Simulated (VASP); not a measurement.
# Si (R-3m) in VASP: notebook

Runs on Si. Level: r2SCAN. Tasks: dielectric tensor.

Everything below comes from runs of VASP 6.6.1. Logs are shortened: lines on timing, memory, paths and dates and some standing lists are left out, and cuts for length are marked.

## Step 1: The cell of the first run

It takes space group R-3m (No. 166, trigonal). Conventional cell: a = 3.811 Å, b = 3.811 Å, c = 9.470 Å, α = 90.00°, β = 90.00°, γ = 120.00°. Within 3.1 Å of Si (site symmetry 3m) lie 4 Si at 2.34 to 2.36 Å.

## Step 2: Dielectric tensor, r2SCAN (epitaxial 111 strain -1.0%)

The input, INCAR:

```
PREC     = Accurate       # precision mode
ENCUT    = 520            # plane-wave cutoff, eV
EDIFF    = 1E-8           # SCF threshold, eV
ISMEAR   = 0              # smearing method
SIGMA    = 0.01           # smearing width, eV
LREAL    = F              # projectors in reciprocal space
LASPH    = T              # aspherical terms in the spheres
NELM     = 100            # most SCF steps
ALGO     = Normal         # electronic algorithm
ISIF     = 2              # what is computed and relaxed
LWAVE    = F              # write WAVECAR
LCHARG   = F              # write CHGCAR
METAGGA  = R2SCAN         # meta-GGA
LMIXTAU  = T            
LCALCEPS = T
```

The input, KPOINTS:

```
Automatic mesh
0
Gamma
  6 6 6
```

The input, POSCAR:

```
Si
1.0
    0.0258862294      2.7207839361      2.7207839361
    2.7207839361      0.0258862294      2.7207839361
    2.7207839361      2.7207839361      0.0258862294
Si
2
Direct
    0.0006120971      0.0006120971      0.0006120971
    0.2493879029      0.2493879029      0.2493879029
```

Potentials or basis: VASP PAW PBE potentials, release 64 (Si).

The run is started by

```
> cat potpaw_PBE.64/Si/POTCAR > POTCAR
> mpirun -np 1 vasp_std > vasp.out
```

OUTCAR:

```text
PREC = Accurate
   ENCUT = 520
   EDIFF = 1E-8
   ISMEAR = 0
   LREAL = F
   LASPH = T
   NELM = 100
   ISIF = 2
   METAGGA = R2SCAN

 ion  position               nearest neighbor table
   1  0.001  0.001  0.001-   2 2.34   2 2.34   2 2.34   2 2.36
   2  0.249  0.249  0.249-   1 2.34   1 2.34   1 2.34   1 2.36

  LATTYP: Found a trigonal (rhomboedric) cell.
 ALAT       =     3.8478566177
 COS(alpha) =     0.5094911941

  Lattice vectors:

 A1 = (   0.0258862294,   2.7207839361,   2.7207839361)
 A2 = (   2.7207839361,   0.0258862294,   2.7207839361)
 A3 = (   2.7207839361,   2.7207839361,   0.0258862294)

Analysis of symmetry for initial positions (statically):
=====================================================================
 Subroutine PRICEL returns:
 Original cell was already a primitive cell.

 Routine SETGRP: Setting up the symmetry group for a
 trigonal (rhombohedral) supercell.

 Subroutine GETGRP returns: Found 12 space group operations
 (whereof  6 operations were pure point group operations)
 out of a pool of 12 trial point group operations.

The static configuration has the point symmetry C_3v.
 The point group associated with its full space group is D_3d.

Analysis of symmetry for dynamics (positions and initial velocities):
=====================================================================
 Subroutine PRICEL returns:
 Original cell was already a primitive cell.

 Routine SETGRP: Setting up the symmetry group for a
 trigonal (rhombohedral) supercell.

 Subroutine GETGRP returns: Found 12 space group operations
 (whereof  6 operations were pure point group operations)
 out of a pool of 12 trial point group operations.

The dynamic configuration has the point symmetry C_3v.
 The point group associated with its full space group is D_3d.

 Subroutine INISYM returns: Found 12 space group operations
 (whereof  6 operations are pure point group operations),
 and found     1 'primitive' translations

----------------------------------------------------------------------------------------

                                     Primitive cell

  volume of cell :      39.7072

  direct lattice vectors                    reciprocal lattice vectors
     0.025886229  2.720783936  2.720783936    -0.186414238  0.184657361  0.184657361
     2.720783936  0.025886229  2.720783936     0.184657361 -0.186414238  0.184657361
     2.720783936  2.720783936  0.025886229     0.184657361  0.184657361 -0.186414238

  length of vectors
     3.847856618  3.847856618  3.847856618     0.320853471  0.320853471  0.320853471

  position of ions in fractional coordinates (direct lattice)
     0.000612097  0.000612097  0.000612097
     0.249387903  0.249387903  0.249387903

  ion indices of the primitive-cell ions
   primitive index   ion index
                 1           1
                 2           2

----------------------------------------------------------------------------------------

 KPOINTS: Automatic mesh

Automatic generation of k-mesh.
 Grid dimensions read from file:
 generate k-points for:    6    6    6

 Generating k-lattice:

  Cartesian coordinates                     Fractional coordinates (reciprocal lattice)
    -0.031069040  0.030776227  0.030776227     0.166666667  0.000000000  0.000000000
     0.030776227 -0.031069040  0.030776227     0.000000000  0.166666667  0.000000000
     0.030776227  0.030776227 -0.031069040     0.000000000  0.000000000  0.166666667

  Length of vectors
     0.053475578  0.053475578  0.053475578

  Shift w.r.t. Gamma in fractional coordinates (k-lattice)
     0.000000000  0.000000000  0.000000000

 Subroutine IBZKPT returns following result:
 ===========================================

 Found     32 irreducible k-points:

 Following reciprocal coordinates:
            Coordinates               Weight
  0.000000  0.000000  0.000000      1.000000
  0.166667  0.000000  0.000000      6.000000
  0.333333  0.000000 -0.000000      6.000000
  0.500000  0.000000  0.000000      3.000000
  0.166667  0.166667  0.000000      6.000000
  0.333333  0.166667  0.000000     12.000000
[... 16 lines left out ...]
  0.500000  0.500000  0.166667      6.000000
 -0.333333  0.500000  0.166667     12.000000
 [... further k-points ...]
   k-points           NKPTS =     32   k-points in BZ     NKDIM =     32   number of bands    NBANDS=      8
   number of dos      NEDOS =    301   number of ions     NIONS =      2
   total plane-waves  NPLWV =  27000
   dimension x,y,z NGX =    30 NGY =   30 NGZ =   30
   dimension x,y,z NGXF=    60 NGYF=   60 NGZF=   60
   ions per type =               2
   NGX,Y,Z   is equivalent  to a cutoff of  12.96, 12.96, 12.96 a.u.
   NGXF,Y,Z  is equivalent  to a cutoff of  25.92, 25.92, 25.92 a.u.
 SYSTEM =  unknown system
   PREC   = accura    normal or accurate (medium, high low for compatibility)
   ISTART =      0    job   : 0-new  1-cont  2-samecut
   ICHARG =      2    charge: 1-file 2-atom 10-const
   ISPIN  =      1    spin polarized calculation?
   LNONCOLLINEAR =      F non collinear calculations
   LSORBIT =      F    spin-orbit coupling
   LASPH  =      T    aspherical Exc in radial PAW
   ENCUT  =  520.0 eV  38.22 Ry    6.18 a.u.   7.15  7.15  7.15*2*pi/ulx,y,z
   NELM   =    100;   NELMIN=  2; NELMDL= -5     # of ELM steps
   EDIFF  = 0.1E-07   stopping-criterion for ELM
   LREAL  =      F    real-space projection
   EDIFFG = 0.1E-06   stopping-criterion for IOM
   NSW    =      0    number of steps for IOM
   IBRION =     -1    ionic relax: 0-MD 1-quasi-New 2-CG
   NFREE  =      0    steps in history (QN), initial steepest desc. (CG)
   ISIF   =      2    stress and relaxation
   ISYM   =      2    0-nonsym 1-usesym 2-fastsym
   POTIM  = 0.5000    time-step for ionic-motion
   TEBEG  =    0.0;   TEEND  =   0.0 temperature during run
   PSTRESS=    0.0 pullay stress
   NELECT =       8.0000    total number of electrons
   NUPDOWN=      -1.0000    fix difference up-down
   EMIN   =  10.00;   EMAX   =-10.00  energy-range for DOS
   EFERMI =   0.00;   METHOD = LEGACY
   ISMEAR =     0;   SIGMA  =   0.01  broadening in eV -4-tet -1-fermi 0-gaus
   EFERMI_NEDOS =   21; number of points for ismear=-14 and -15
   IALGO  =     38    algorithm
   IMIX   =      4    mixing-type and parameters
     AMIX     =   0.40;   BMIX     =  1.00
     AMIX_MAG =   1.60;   BMIX_MAG =  1.00
  volume/ion in A,a.u.               =      19.85       133.98
  Fermi-wavevector in a.u.,A,eV,Ry     =   0.959728  1.813623 12.532030  0.921078
  Thomas-Fermi vector in A             =   2.088950
   LORBIT       =      0    0 simple, 1 ext, 2 COOP (PROOUT), +10 PAW based schemes
   METAGGA = R2SCAN    functional components
   LHFCALC =     F    Hartree Fock is set to
   AEXX    =    0.0000 exact exchange contribution
   IVDW    =     0    specifies the selected vdW correction
   LEPSILON=     F    determine dielectric tensor
   LRPA    =     F    only Hartree local field effects (RPA)
   LRPA       =     F
 non-spin polarized calculation
 Gauss-broadening in eV      SIGMA  =   0.01
  energy-cutoff  :      520.00
  volume of cell :       39.71
 maximum number of plane-waves:      1076
 NGX is ok and might be reduce to    30
   NGX = 15   NGY = 15   NGZ = 15

 Total electronic dipole moment: p[elc]=(     0.00000    -0.00000     0.00000 ) |e| Angst

 number of electron       8.0000000 magnetization

 Free energy of the ion-electron system (eV)
  ---------------------------------------------------
  ext. energy  EPLUGINS =         0.00000000
  ---------------------------------------------------
  free energy    TOTEN  =       -17.52381048 eV

  energy without entropy =      -17.52381048  energy(sigma->0) =      -17.52381048

 E-fermi :   5.9197     XC(G=0):  -9.8850

 val. band max:        5.8785937312   @ k =   0.0000   0.0000   0.0000
 cond. band min:   10000.0000000000   @ k =   0.0000   0.0000   0.0000
 fundamental gap:   9994.1214062688
 Fermi energy:         5.9196570965

 k-point     1 :       0.0000    0.0000    0.0000
  band No.  band energies     occupation
      1      -6.7563      2.00000
      2       5.7349      2.00000
      3       5.8786      2.00000
      4       5.8786      2.00000
      5   10000.0000      0.00000
      6   10000.0000      0.00000
      7   10000.0000      0.00000
      8   10000.0000      0.00000
[... 243 lines left out ...]
 k-point    24 :      -0.3333    0.5000    0.1667
  band No.  band energies     occupation
      1      -2.2626      2.00000
      2      -2.1915      2.00000
      3       1.9519      2.00000
      4       2.0152      2.00000
      5   10000.0000      0.00000
      6   10000.0000      0.00000
      7   10000.0000      0.00000
      8   10000.0000      0.00000

 [... further k-points ...]

------------------------ aborting loop because EDIFF is reached ----------------------------------------

            Ionic dipole moment: p[ion]=(     5.46745     5.46745     5.46745 ) |e| Angst

 Total electronic dipole moment: p[elc]=(     0.00023     0.00023     0.02237 ) |e| Angst

 MACROSCOPIC STATIC DIELECTRIC TENSOR (including local field effects)
 ------------------------------------------------------
          11.193921     0.103827     0.103827
           0.103827    11.193921     0.103827
           0.103827     0.103827    11.193921
 ------------------------------------------------------

 PIEZOELECTRIC TENSOR (including local field effects) (e Angst)
          XX          YY          ZZ          XY          YZ          ZX
  --------------------------------------------------------------------------------
  x    -0.00000     0.00000     0.00000     0.00000     0.00000    -0.00000
  y     0.00000     0.00000    -0.00000     0.00000    -0.00000     0.00000
  z    -0.00000    -0.00000    -0.00000     0.00000     0.00000    -0.00000

 PIEZOELECTRIC TENSOR (including local field effects) (C/m^2)
          XX          YY          ZZ          XY          YZ          ZX
  --------------------------------------------------------------------------------
  x    -0.00000     0.00000     0.00000     0.00000     0.00000    -0.00000
  y     0.00000     0.00000    -0.00000     0.00000    -0.00000     0.00000
  z    -0.00000    -0.00000    -0.00000     0.00000     0.00000    -0.00000

 BORN EFFECTIVE CHARGES (including local field effects) (in |e|, cummulative output)
 ---------------------------------------------------------------------------------
 ion    1
    1    -0.00000    -0.00000     0.00000
    2    -0.00000     0.00000    -0.00000
    3     0.00000    -0.00000    -0.00000
 ion    2
    1     0.00000     0.00000    -0.00000
    2     0.00000    -0.00000     0.00000
    3    -0.00000     0.00000     0.00000

  FORCE on cell =-STRESS in cart. coord.  units (eV):
  Direction    XX          YY          ZZ          XY          YZ          ZX
  --------------------------------------------------------------------------------------
  -------------------------------------------------------------------------------------
  Total        0.3514946      0.3514946      0.3514946     -0.1982166     -0.1982166     -0.1982166
  in kB       14.1827189     14.1827189     14.1827189     -7.9979896     -7.9979896     -7.9979896
  external PRESSURE =      14.1827189 kB  Pullay stress =       0.0000000 kB

 VOLUME and BASIS-vectors are now :
 -----------------------------------------------------------------------------
  energy-cutoff  :      520.00
  volume of cell :       39.71
      direct lattice vectors                 reciprocal lattice vectors
     0.025886229  2.720783936  2.720783936    -0.186414238  0.184657361  0.184657361
     2.720783936  0.025886229  2.720783936     0.184657361 -0.186414238  0.184657361
     2.720783936  2.720783936  0.025886229     0.184657361  0.184657361 -0.186414238

 POSITION                                       TOTAL-FORCE (eV/Angst)
 -----------------------------------------------------------------------------------
      0.00335      0.00335      0.00335        -0.002180     -0.002180     -0.002180
      1.36352      1.36352      1.36352         0.002180      0.002180      0.002180
 -----------------------------------------------------------------------------------
    total drift:                               -0.000000      0.000000      0.000000

  FREE ENERGIE OF THE ION-ELECTRON SYSTEM (eV)
  ---------------------------------------------------
  free  energy   TOTEN  =       -17.5238104820 eV

  energy  without entropy=      -17.5238104820  energy(sigma->0) =      -17.52381048
```

Run time: 32 min. Hardware: 1 thread of Intel Xeon 8259CL, shared host; peak memory 0.25 GiB.

Results:

```
Band gap on the k mesh                  : 0.78 eV (least direct gap 2.58 eV)
Electronic dielectric tensor (diagonal) : 11.19
Born charges (mean of the diagonal)     : Si +0.00 e
```

Electronic dielectric tensor:
```
11.19  0.10  0.10
 0.10 11.19  0.10
 0.10  0.10 11.19
```

Born effective charge tensors (e):
atom 1, Si
```
0.00 0.00 0.00
0.00 0.00 0.00
0.00 0.00 0.00
```
atom 2, Si
```
0.00 0.00 0.00
0.00 0.00 0.00
0.00 0.00 0.00
```

Dipole moments of the cell (e·Å, modulo the quantum): ionic 5.467, 5.467, 5.467; electronic 0.000, 0.000, 0.022

Caveat: the cell differs from its parent crystal (epitaxial 111 strain -1.0%); the PAW data sets were made with another functional, which shifts forces and pressure a little. A k mesh can miss the band edges.

## Step 3: Dielectric tensor, r2SCAN (epitaxial 111 strain +1.0%)

The input, INCAR:

```
SYSTEM = Si
PREC     = Accurate       ! precision mode
ENCUT    = 520            ! plane-wave cutoff, eV
EDIFF    = 1E-8           ! SCF threshold, eV
ISMEAR   = 0              ! smearing method
SIGMA    = 0.01           ! smearing width, eV
LREAL    = .FALSE.        ! projectors in reciprocal space
LASPH    = .TRUE.         ! aspherical terms in the spheres
NELM     = 60             ! most SCF steps
ALGO     = Normal         ! electronic algorithm
ISIF     = 2              ! what is computed and relaxed
LWAVE    = .FALSE.        ! write WAVECAR
LCHARG   = .FALSE.        ! write CHGCAR
METAGGA  = R2SCAN         ! meta-GGA
LMIXTAU  = .TRUE.       
LCALCEPS = .TRUE.
```

The input, KPOINTS:

```
regular mesh
0
G
  6 6 6
  0 0 0
```

The input, POSCAR:

```
Si
1.0
   -0.0254281273      2.7239119573      2.7239119573
    2.7239119573     -0.0254281273      2.7239119573
    2.7239119573      2.7239119573     -0.0254281273
Si
2
Direct
   -0.0005705493     -0.0005705493     -0.0005705493
    0.2505705493      0.2505705493      0.2505705493
```

Potentials or basis: VASP PAW PBE potentials, release 64 (Si).

The run is started by

```
> cat potpaw_PBE.64/Si/POTCAR > POTCAR
> mpirun -np 1 vasp_std > vasp.out
```

OUTCAR:

```text
SYSTEM = Si
   PREC = Accurate
   ENCUT = 520
   EDIFF = 1E-8
   ISMEAR = 0
   LREAL = .FALSE.
   LASPH = .TRUE.
   NELM = 60
   ISIF = 2
   METAGGA = R2SCAN

 ion  position               nearest neighbor table
   1  0.999  0.999  0.999-   2 2.36   2 2.37   2 2.37   2 2.37
   2  0.251  0.251  0.251-   1 2.36   1 2.37   1 2.37   1 2.37

  LATTYP: Found a trigonal (rhomboedric) cell.
 ALAT       =     3.8522771567
 COS(alpha) =     0.4906434712

  Lattice vectors:

 A1 = (  -0.0254281273,   2.7239119573,   2.7239119573)
 A2 = (   2.7239119573,  -0.0254281273,   2.7239119573)
[... 492 lines left out ...]
    2    -0.00000    -0.00000     0.00000
    3     0.00000     0.00000     0.00000

  FORCE on cell =-STRESS in cart. coord.  units (eV):
  Direction    XX          YY          ZZ          XY          YZ          ZX
  --------------------------------------------------------------------------------------
  -------------------------------------------------------------------------------------
  Total       -0.4256180     -0.4256180     -0.4256180      0.1907801      0.1907801      0.1907801
  in kB      -16.6372847    -16.6372847    -16.6372847      7.4575398      7.4575398      7.4575398
  external PRESSURE =     -16.6372847 kB  Pullay stress =       0.0000000 kB

 VOLUME and BASIS-vectors are now :
 -----------------------------------------------------------------------------
  energy-cutoff  :      520.00
  volume of cell :       40.99
      direct lattice vectors                 reciprocal lattice vectors
    -0.025428127  2.723911957  2.723911957    -0.181008989  0.182714657  0.182714657
     2.723911957 -0.025428127  2.723911957     0.182714657 -0.181008989  0.182714657
     2.723911957  2.723911957 -0.025428127     0.182714657  0.182714657 -0.181008989

 POSITION                                       TOTAL-FORCE (eV/Angst)
 -----------------------------------------------------------------------------------
      5.41930      5.41930      5.41930         0.001729      0.001729      0.001729
      1.35869      1.35869      1.35869        -0.001729     -0.001729     -0.001729
 -----------------------------------------------------------------------------------
    total drift:                                0.000000      0.000000      0.000000

  FREE ENERGIE OF THE ION-ELECTRON SYSTEM (eV)
  ---------------------------------------------------
  free  energy   TOTEN  =       -17.5226574953 eV

  energy  without entropy=      -17.5226574953  energy(sigma->0) =      -17.52265750
```

OSZICAR:

```text
N       E                     dE             d eps       ncg     rms          rms(c)
DAV:   1    -0.689711244743E-01   -0.68971E-01   -0.33729E+03   512   0.794E+02
DAV:   2    -0.184286444619E+02   -0.18360E+02   -0.17546E+02   792   0.826E+01
[... 13 lines left out ...]
DMP:  10    -0.175226573177E+02   -0.18621E-06   -0.11829E-06   544   0.178E-06   0.226E-06
DMP:  11    -0.175226573951E+02   -0.77347E-07   -0.62975E-07   544   0.111E-06   0.903E-07
DMP:  12    -0.175226574397E+02   -0.44618E-07   -0.40418E-07   544   0.671E-07   0.653E-07
DMP:  13    -0.175226574693E+02   -0.29602E-07   -0.23541E-07   544   0.344E-07   0.470E-07
DMP:  14    -0.175226574863E+02   -0.17000E-07   -0.12560E-07   544   0.175E-07   0.267E-07
DMP:  15    -0.175226574953E+02   -0.90039E-08   -0.69298E-08   544   0.970E-08   0.147E-07
   1 F= -.17522657E+02 E0= -.17522657E+02  d E =-.555045E-29
```

Wall time 34 min (1 thread of Intel Xeon 8259CL, shared host); peak memory 0.24 GiB.

Results:

* Band gap on the k mesh: 0.81 eV (least direct gap 2.61 eV)
* Electronic dielectric tensor (diagonal): 11.28
* Born charges (mean of the diagonal): Si +0.00 e

Levels at points of the mesh, in eV from the valence-band top:
```tsv
k point	band 2	band 3	band 4	band 5	band 6	band 7
(0.00, 0.00, 0.00)	-0.12	-0.12	0.00	2.61	2.61	2.74
(0.50, 0.00, 0.00)	-7.24	-1.33	-1.28	1.76	3.49	3.58
(0.50, 0.50, 0.00)	-8.14	-3.09	-2.97	0.81	0.95	10.54
(0.50, 0.50, 0.50)	-7.22	-1.41	-1.41	1.56	3.45	3.45
```

Electronic dielectric tensor:
```
11.28 -0.05 -0.05
-0.05 11.28 -0.05
-0.05 -0.05 11.28
```

Born effective charge tensors (e):
atom 1, Si
```
0.00 0.00 0.00
0.00 0.00 0.00
0.00 0.00 0.00
```
atom 2, Si
```
0.00 0.00 0.00
0.00 0.00 0.00
0.00 0.00 0.00
```

Dipole moments of the cell (e·Å, modulo the quantum): ionic 5.422, 5.422, 5.422; electronic 0.000, 0.000, 0.023

Caveat: the cell differs from its parent crystal (epitaxial 111 strain +1.0%); the PAW data sets were made with another functional, which shifts forces and pressure a little.

The gap in the log of VASP goes by the Fermi energy; the results here count the filled bands.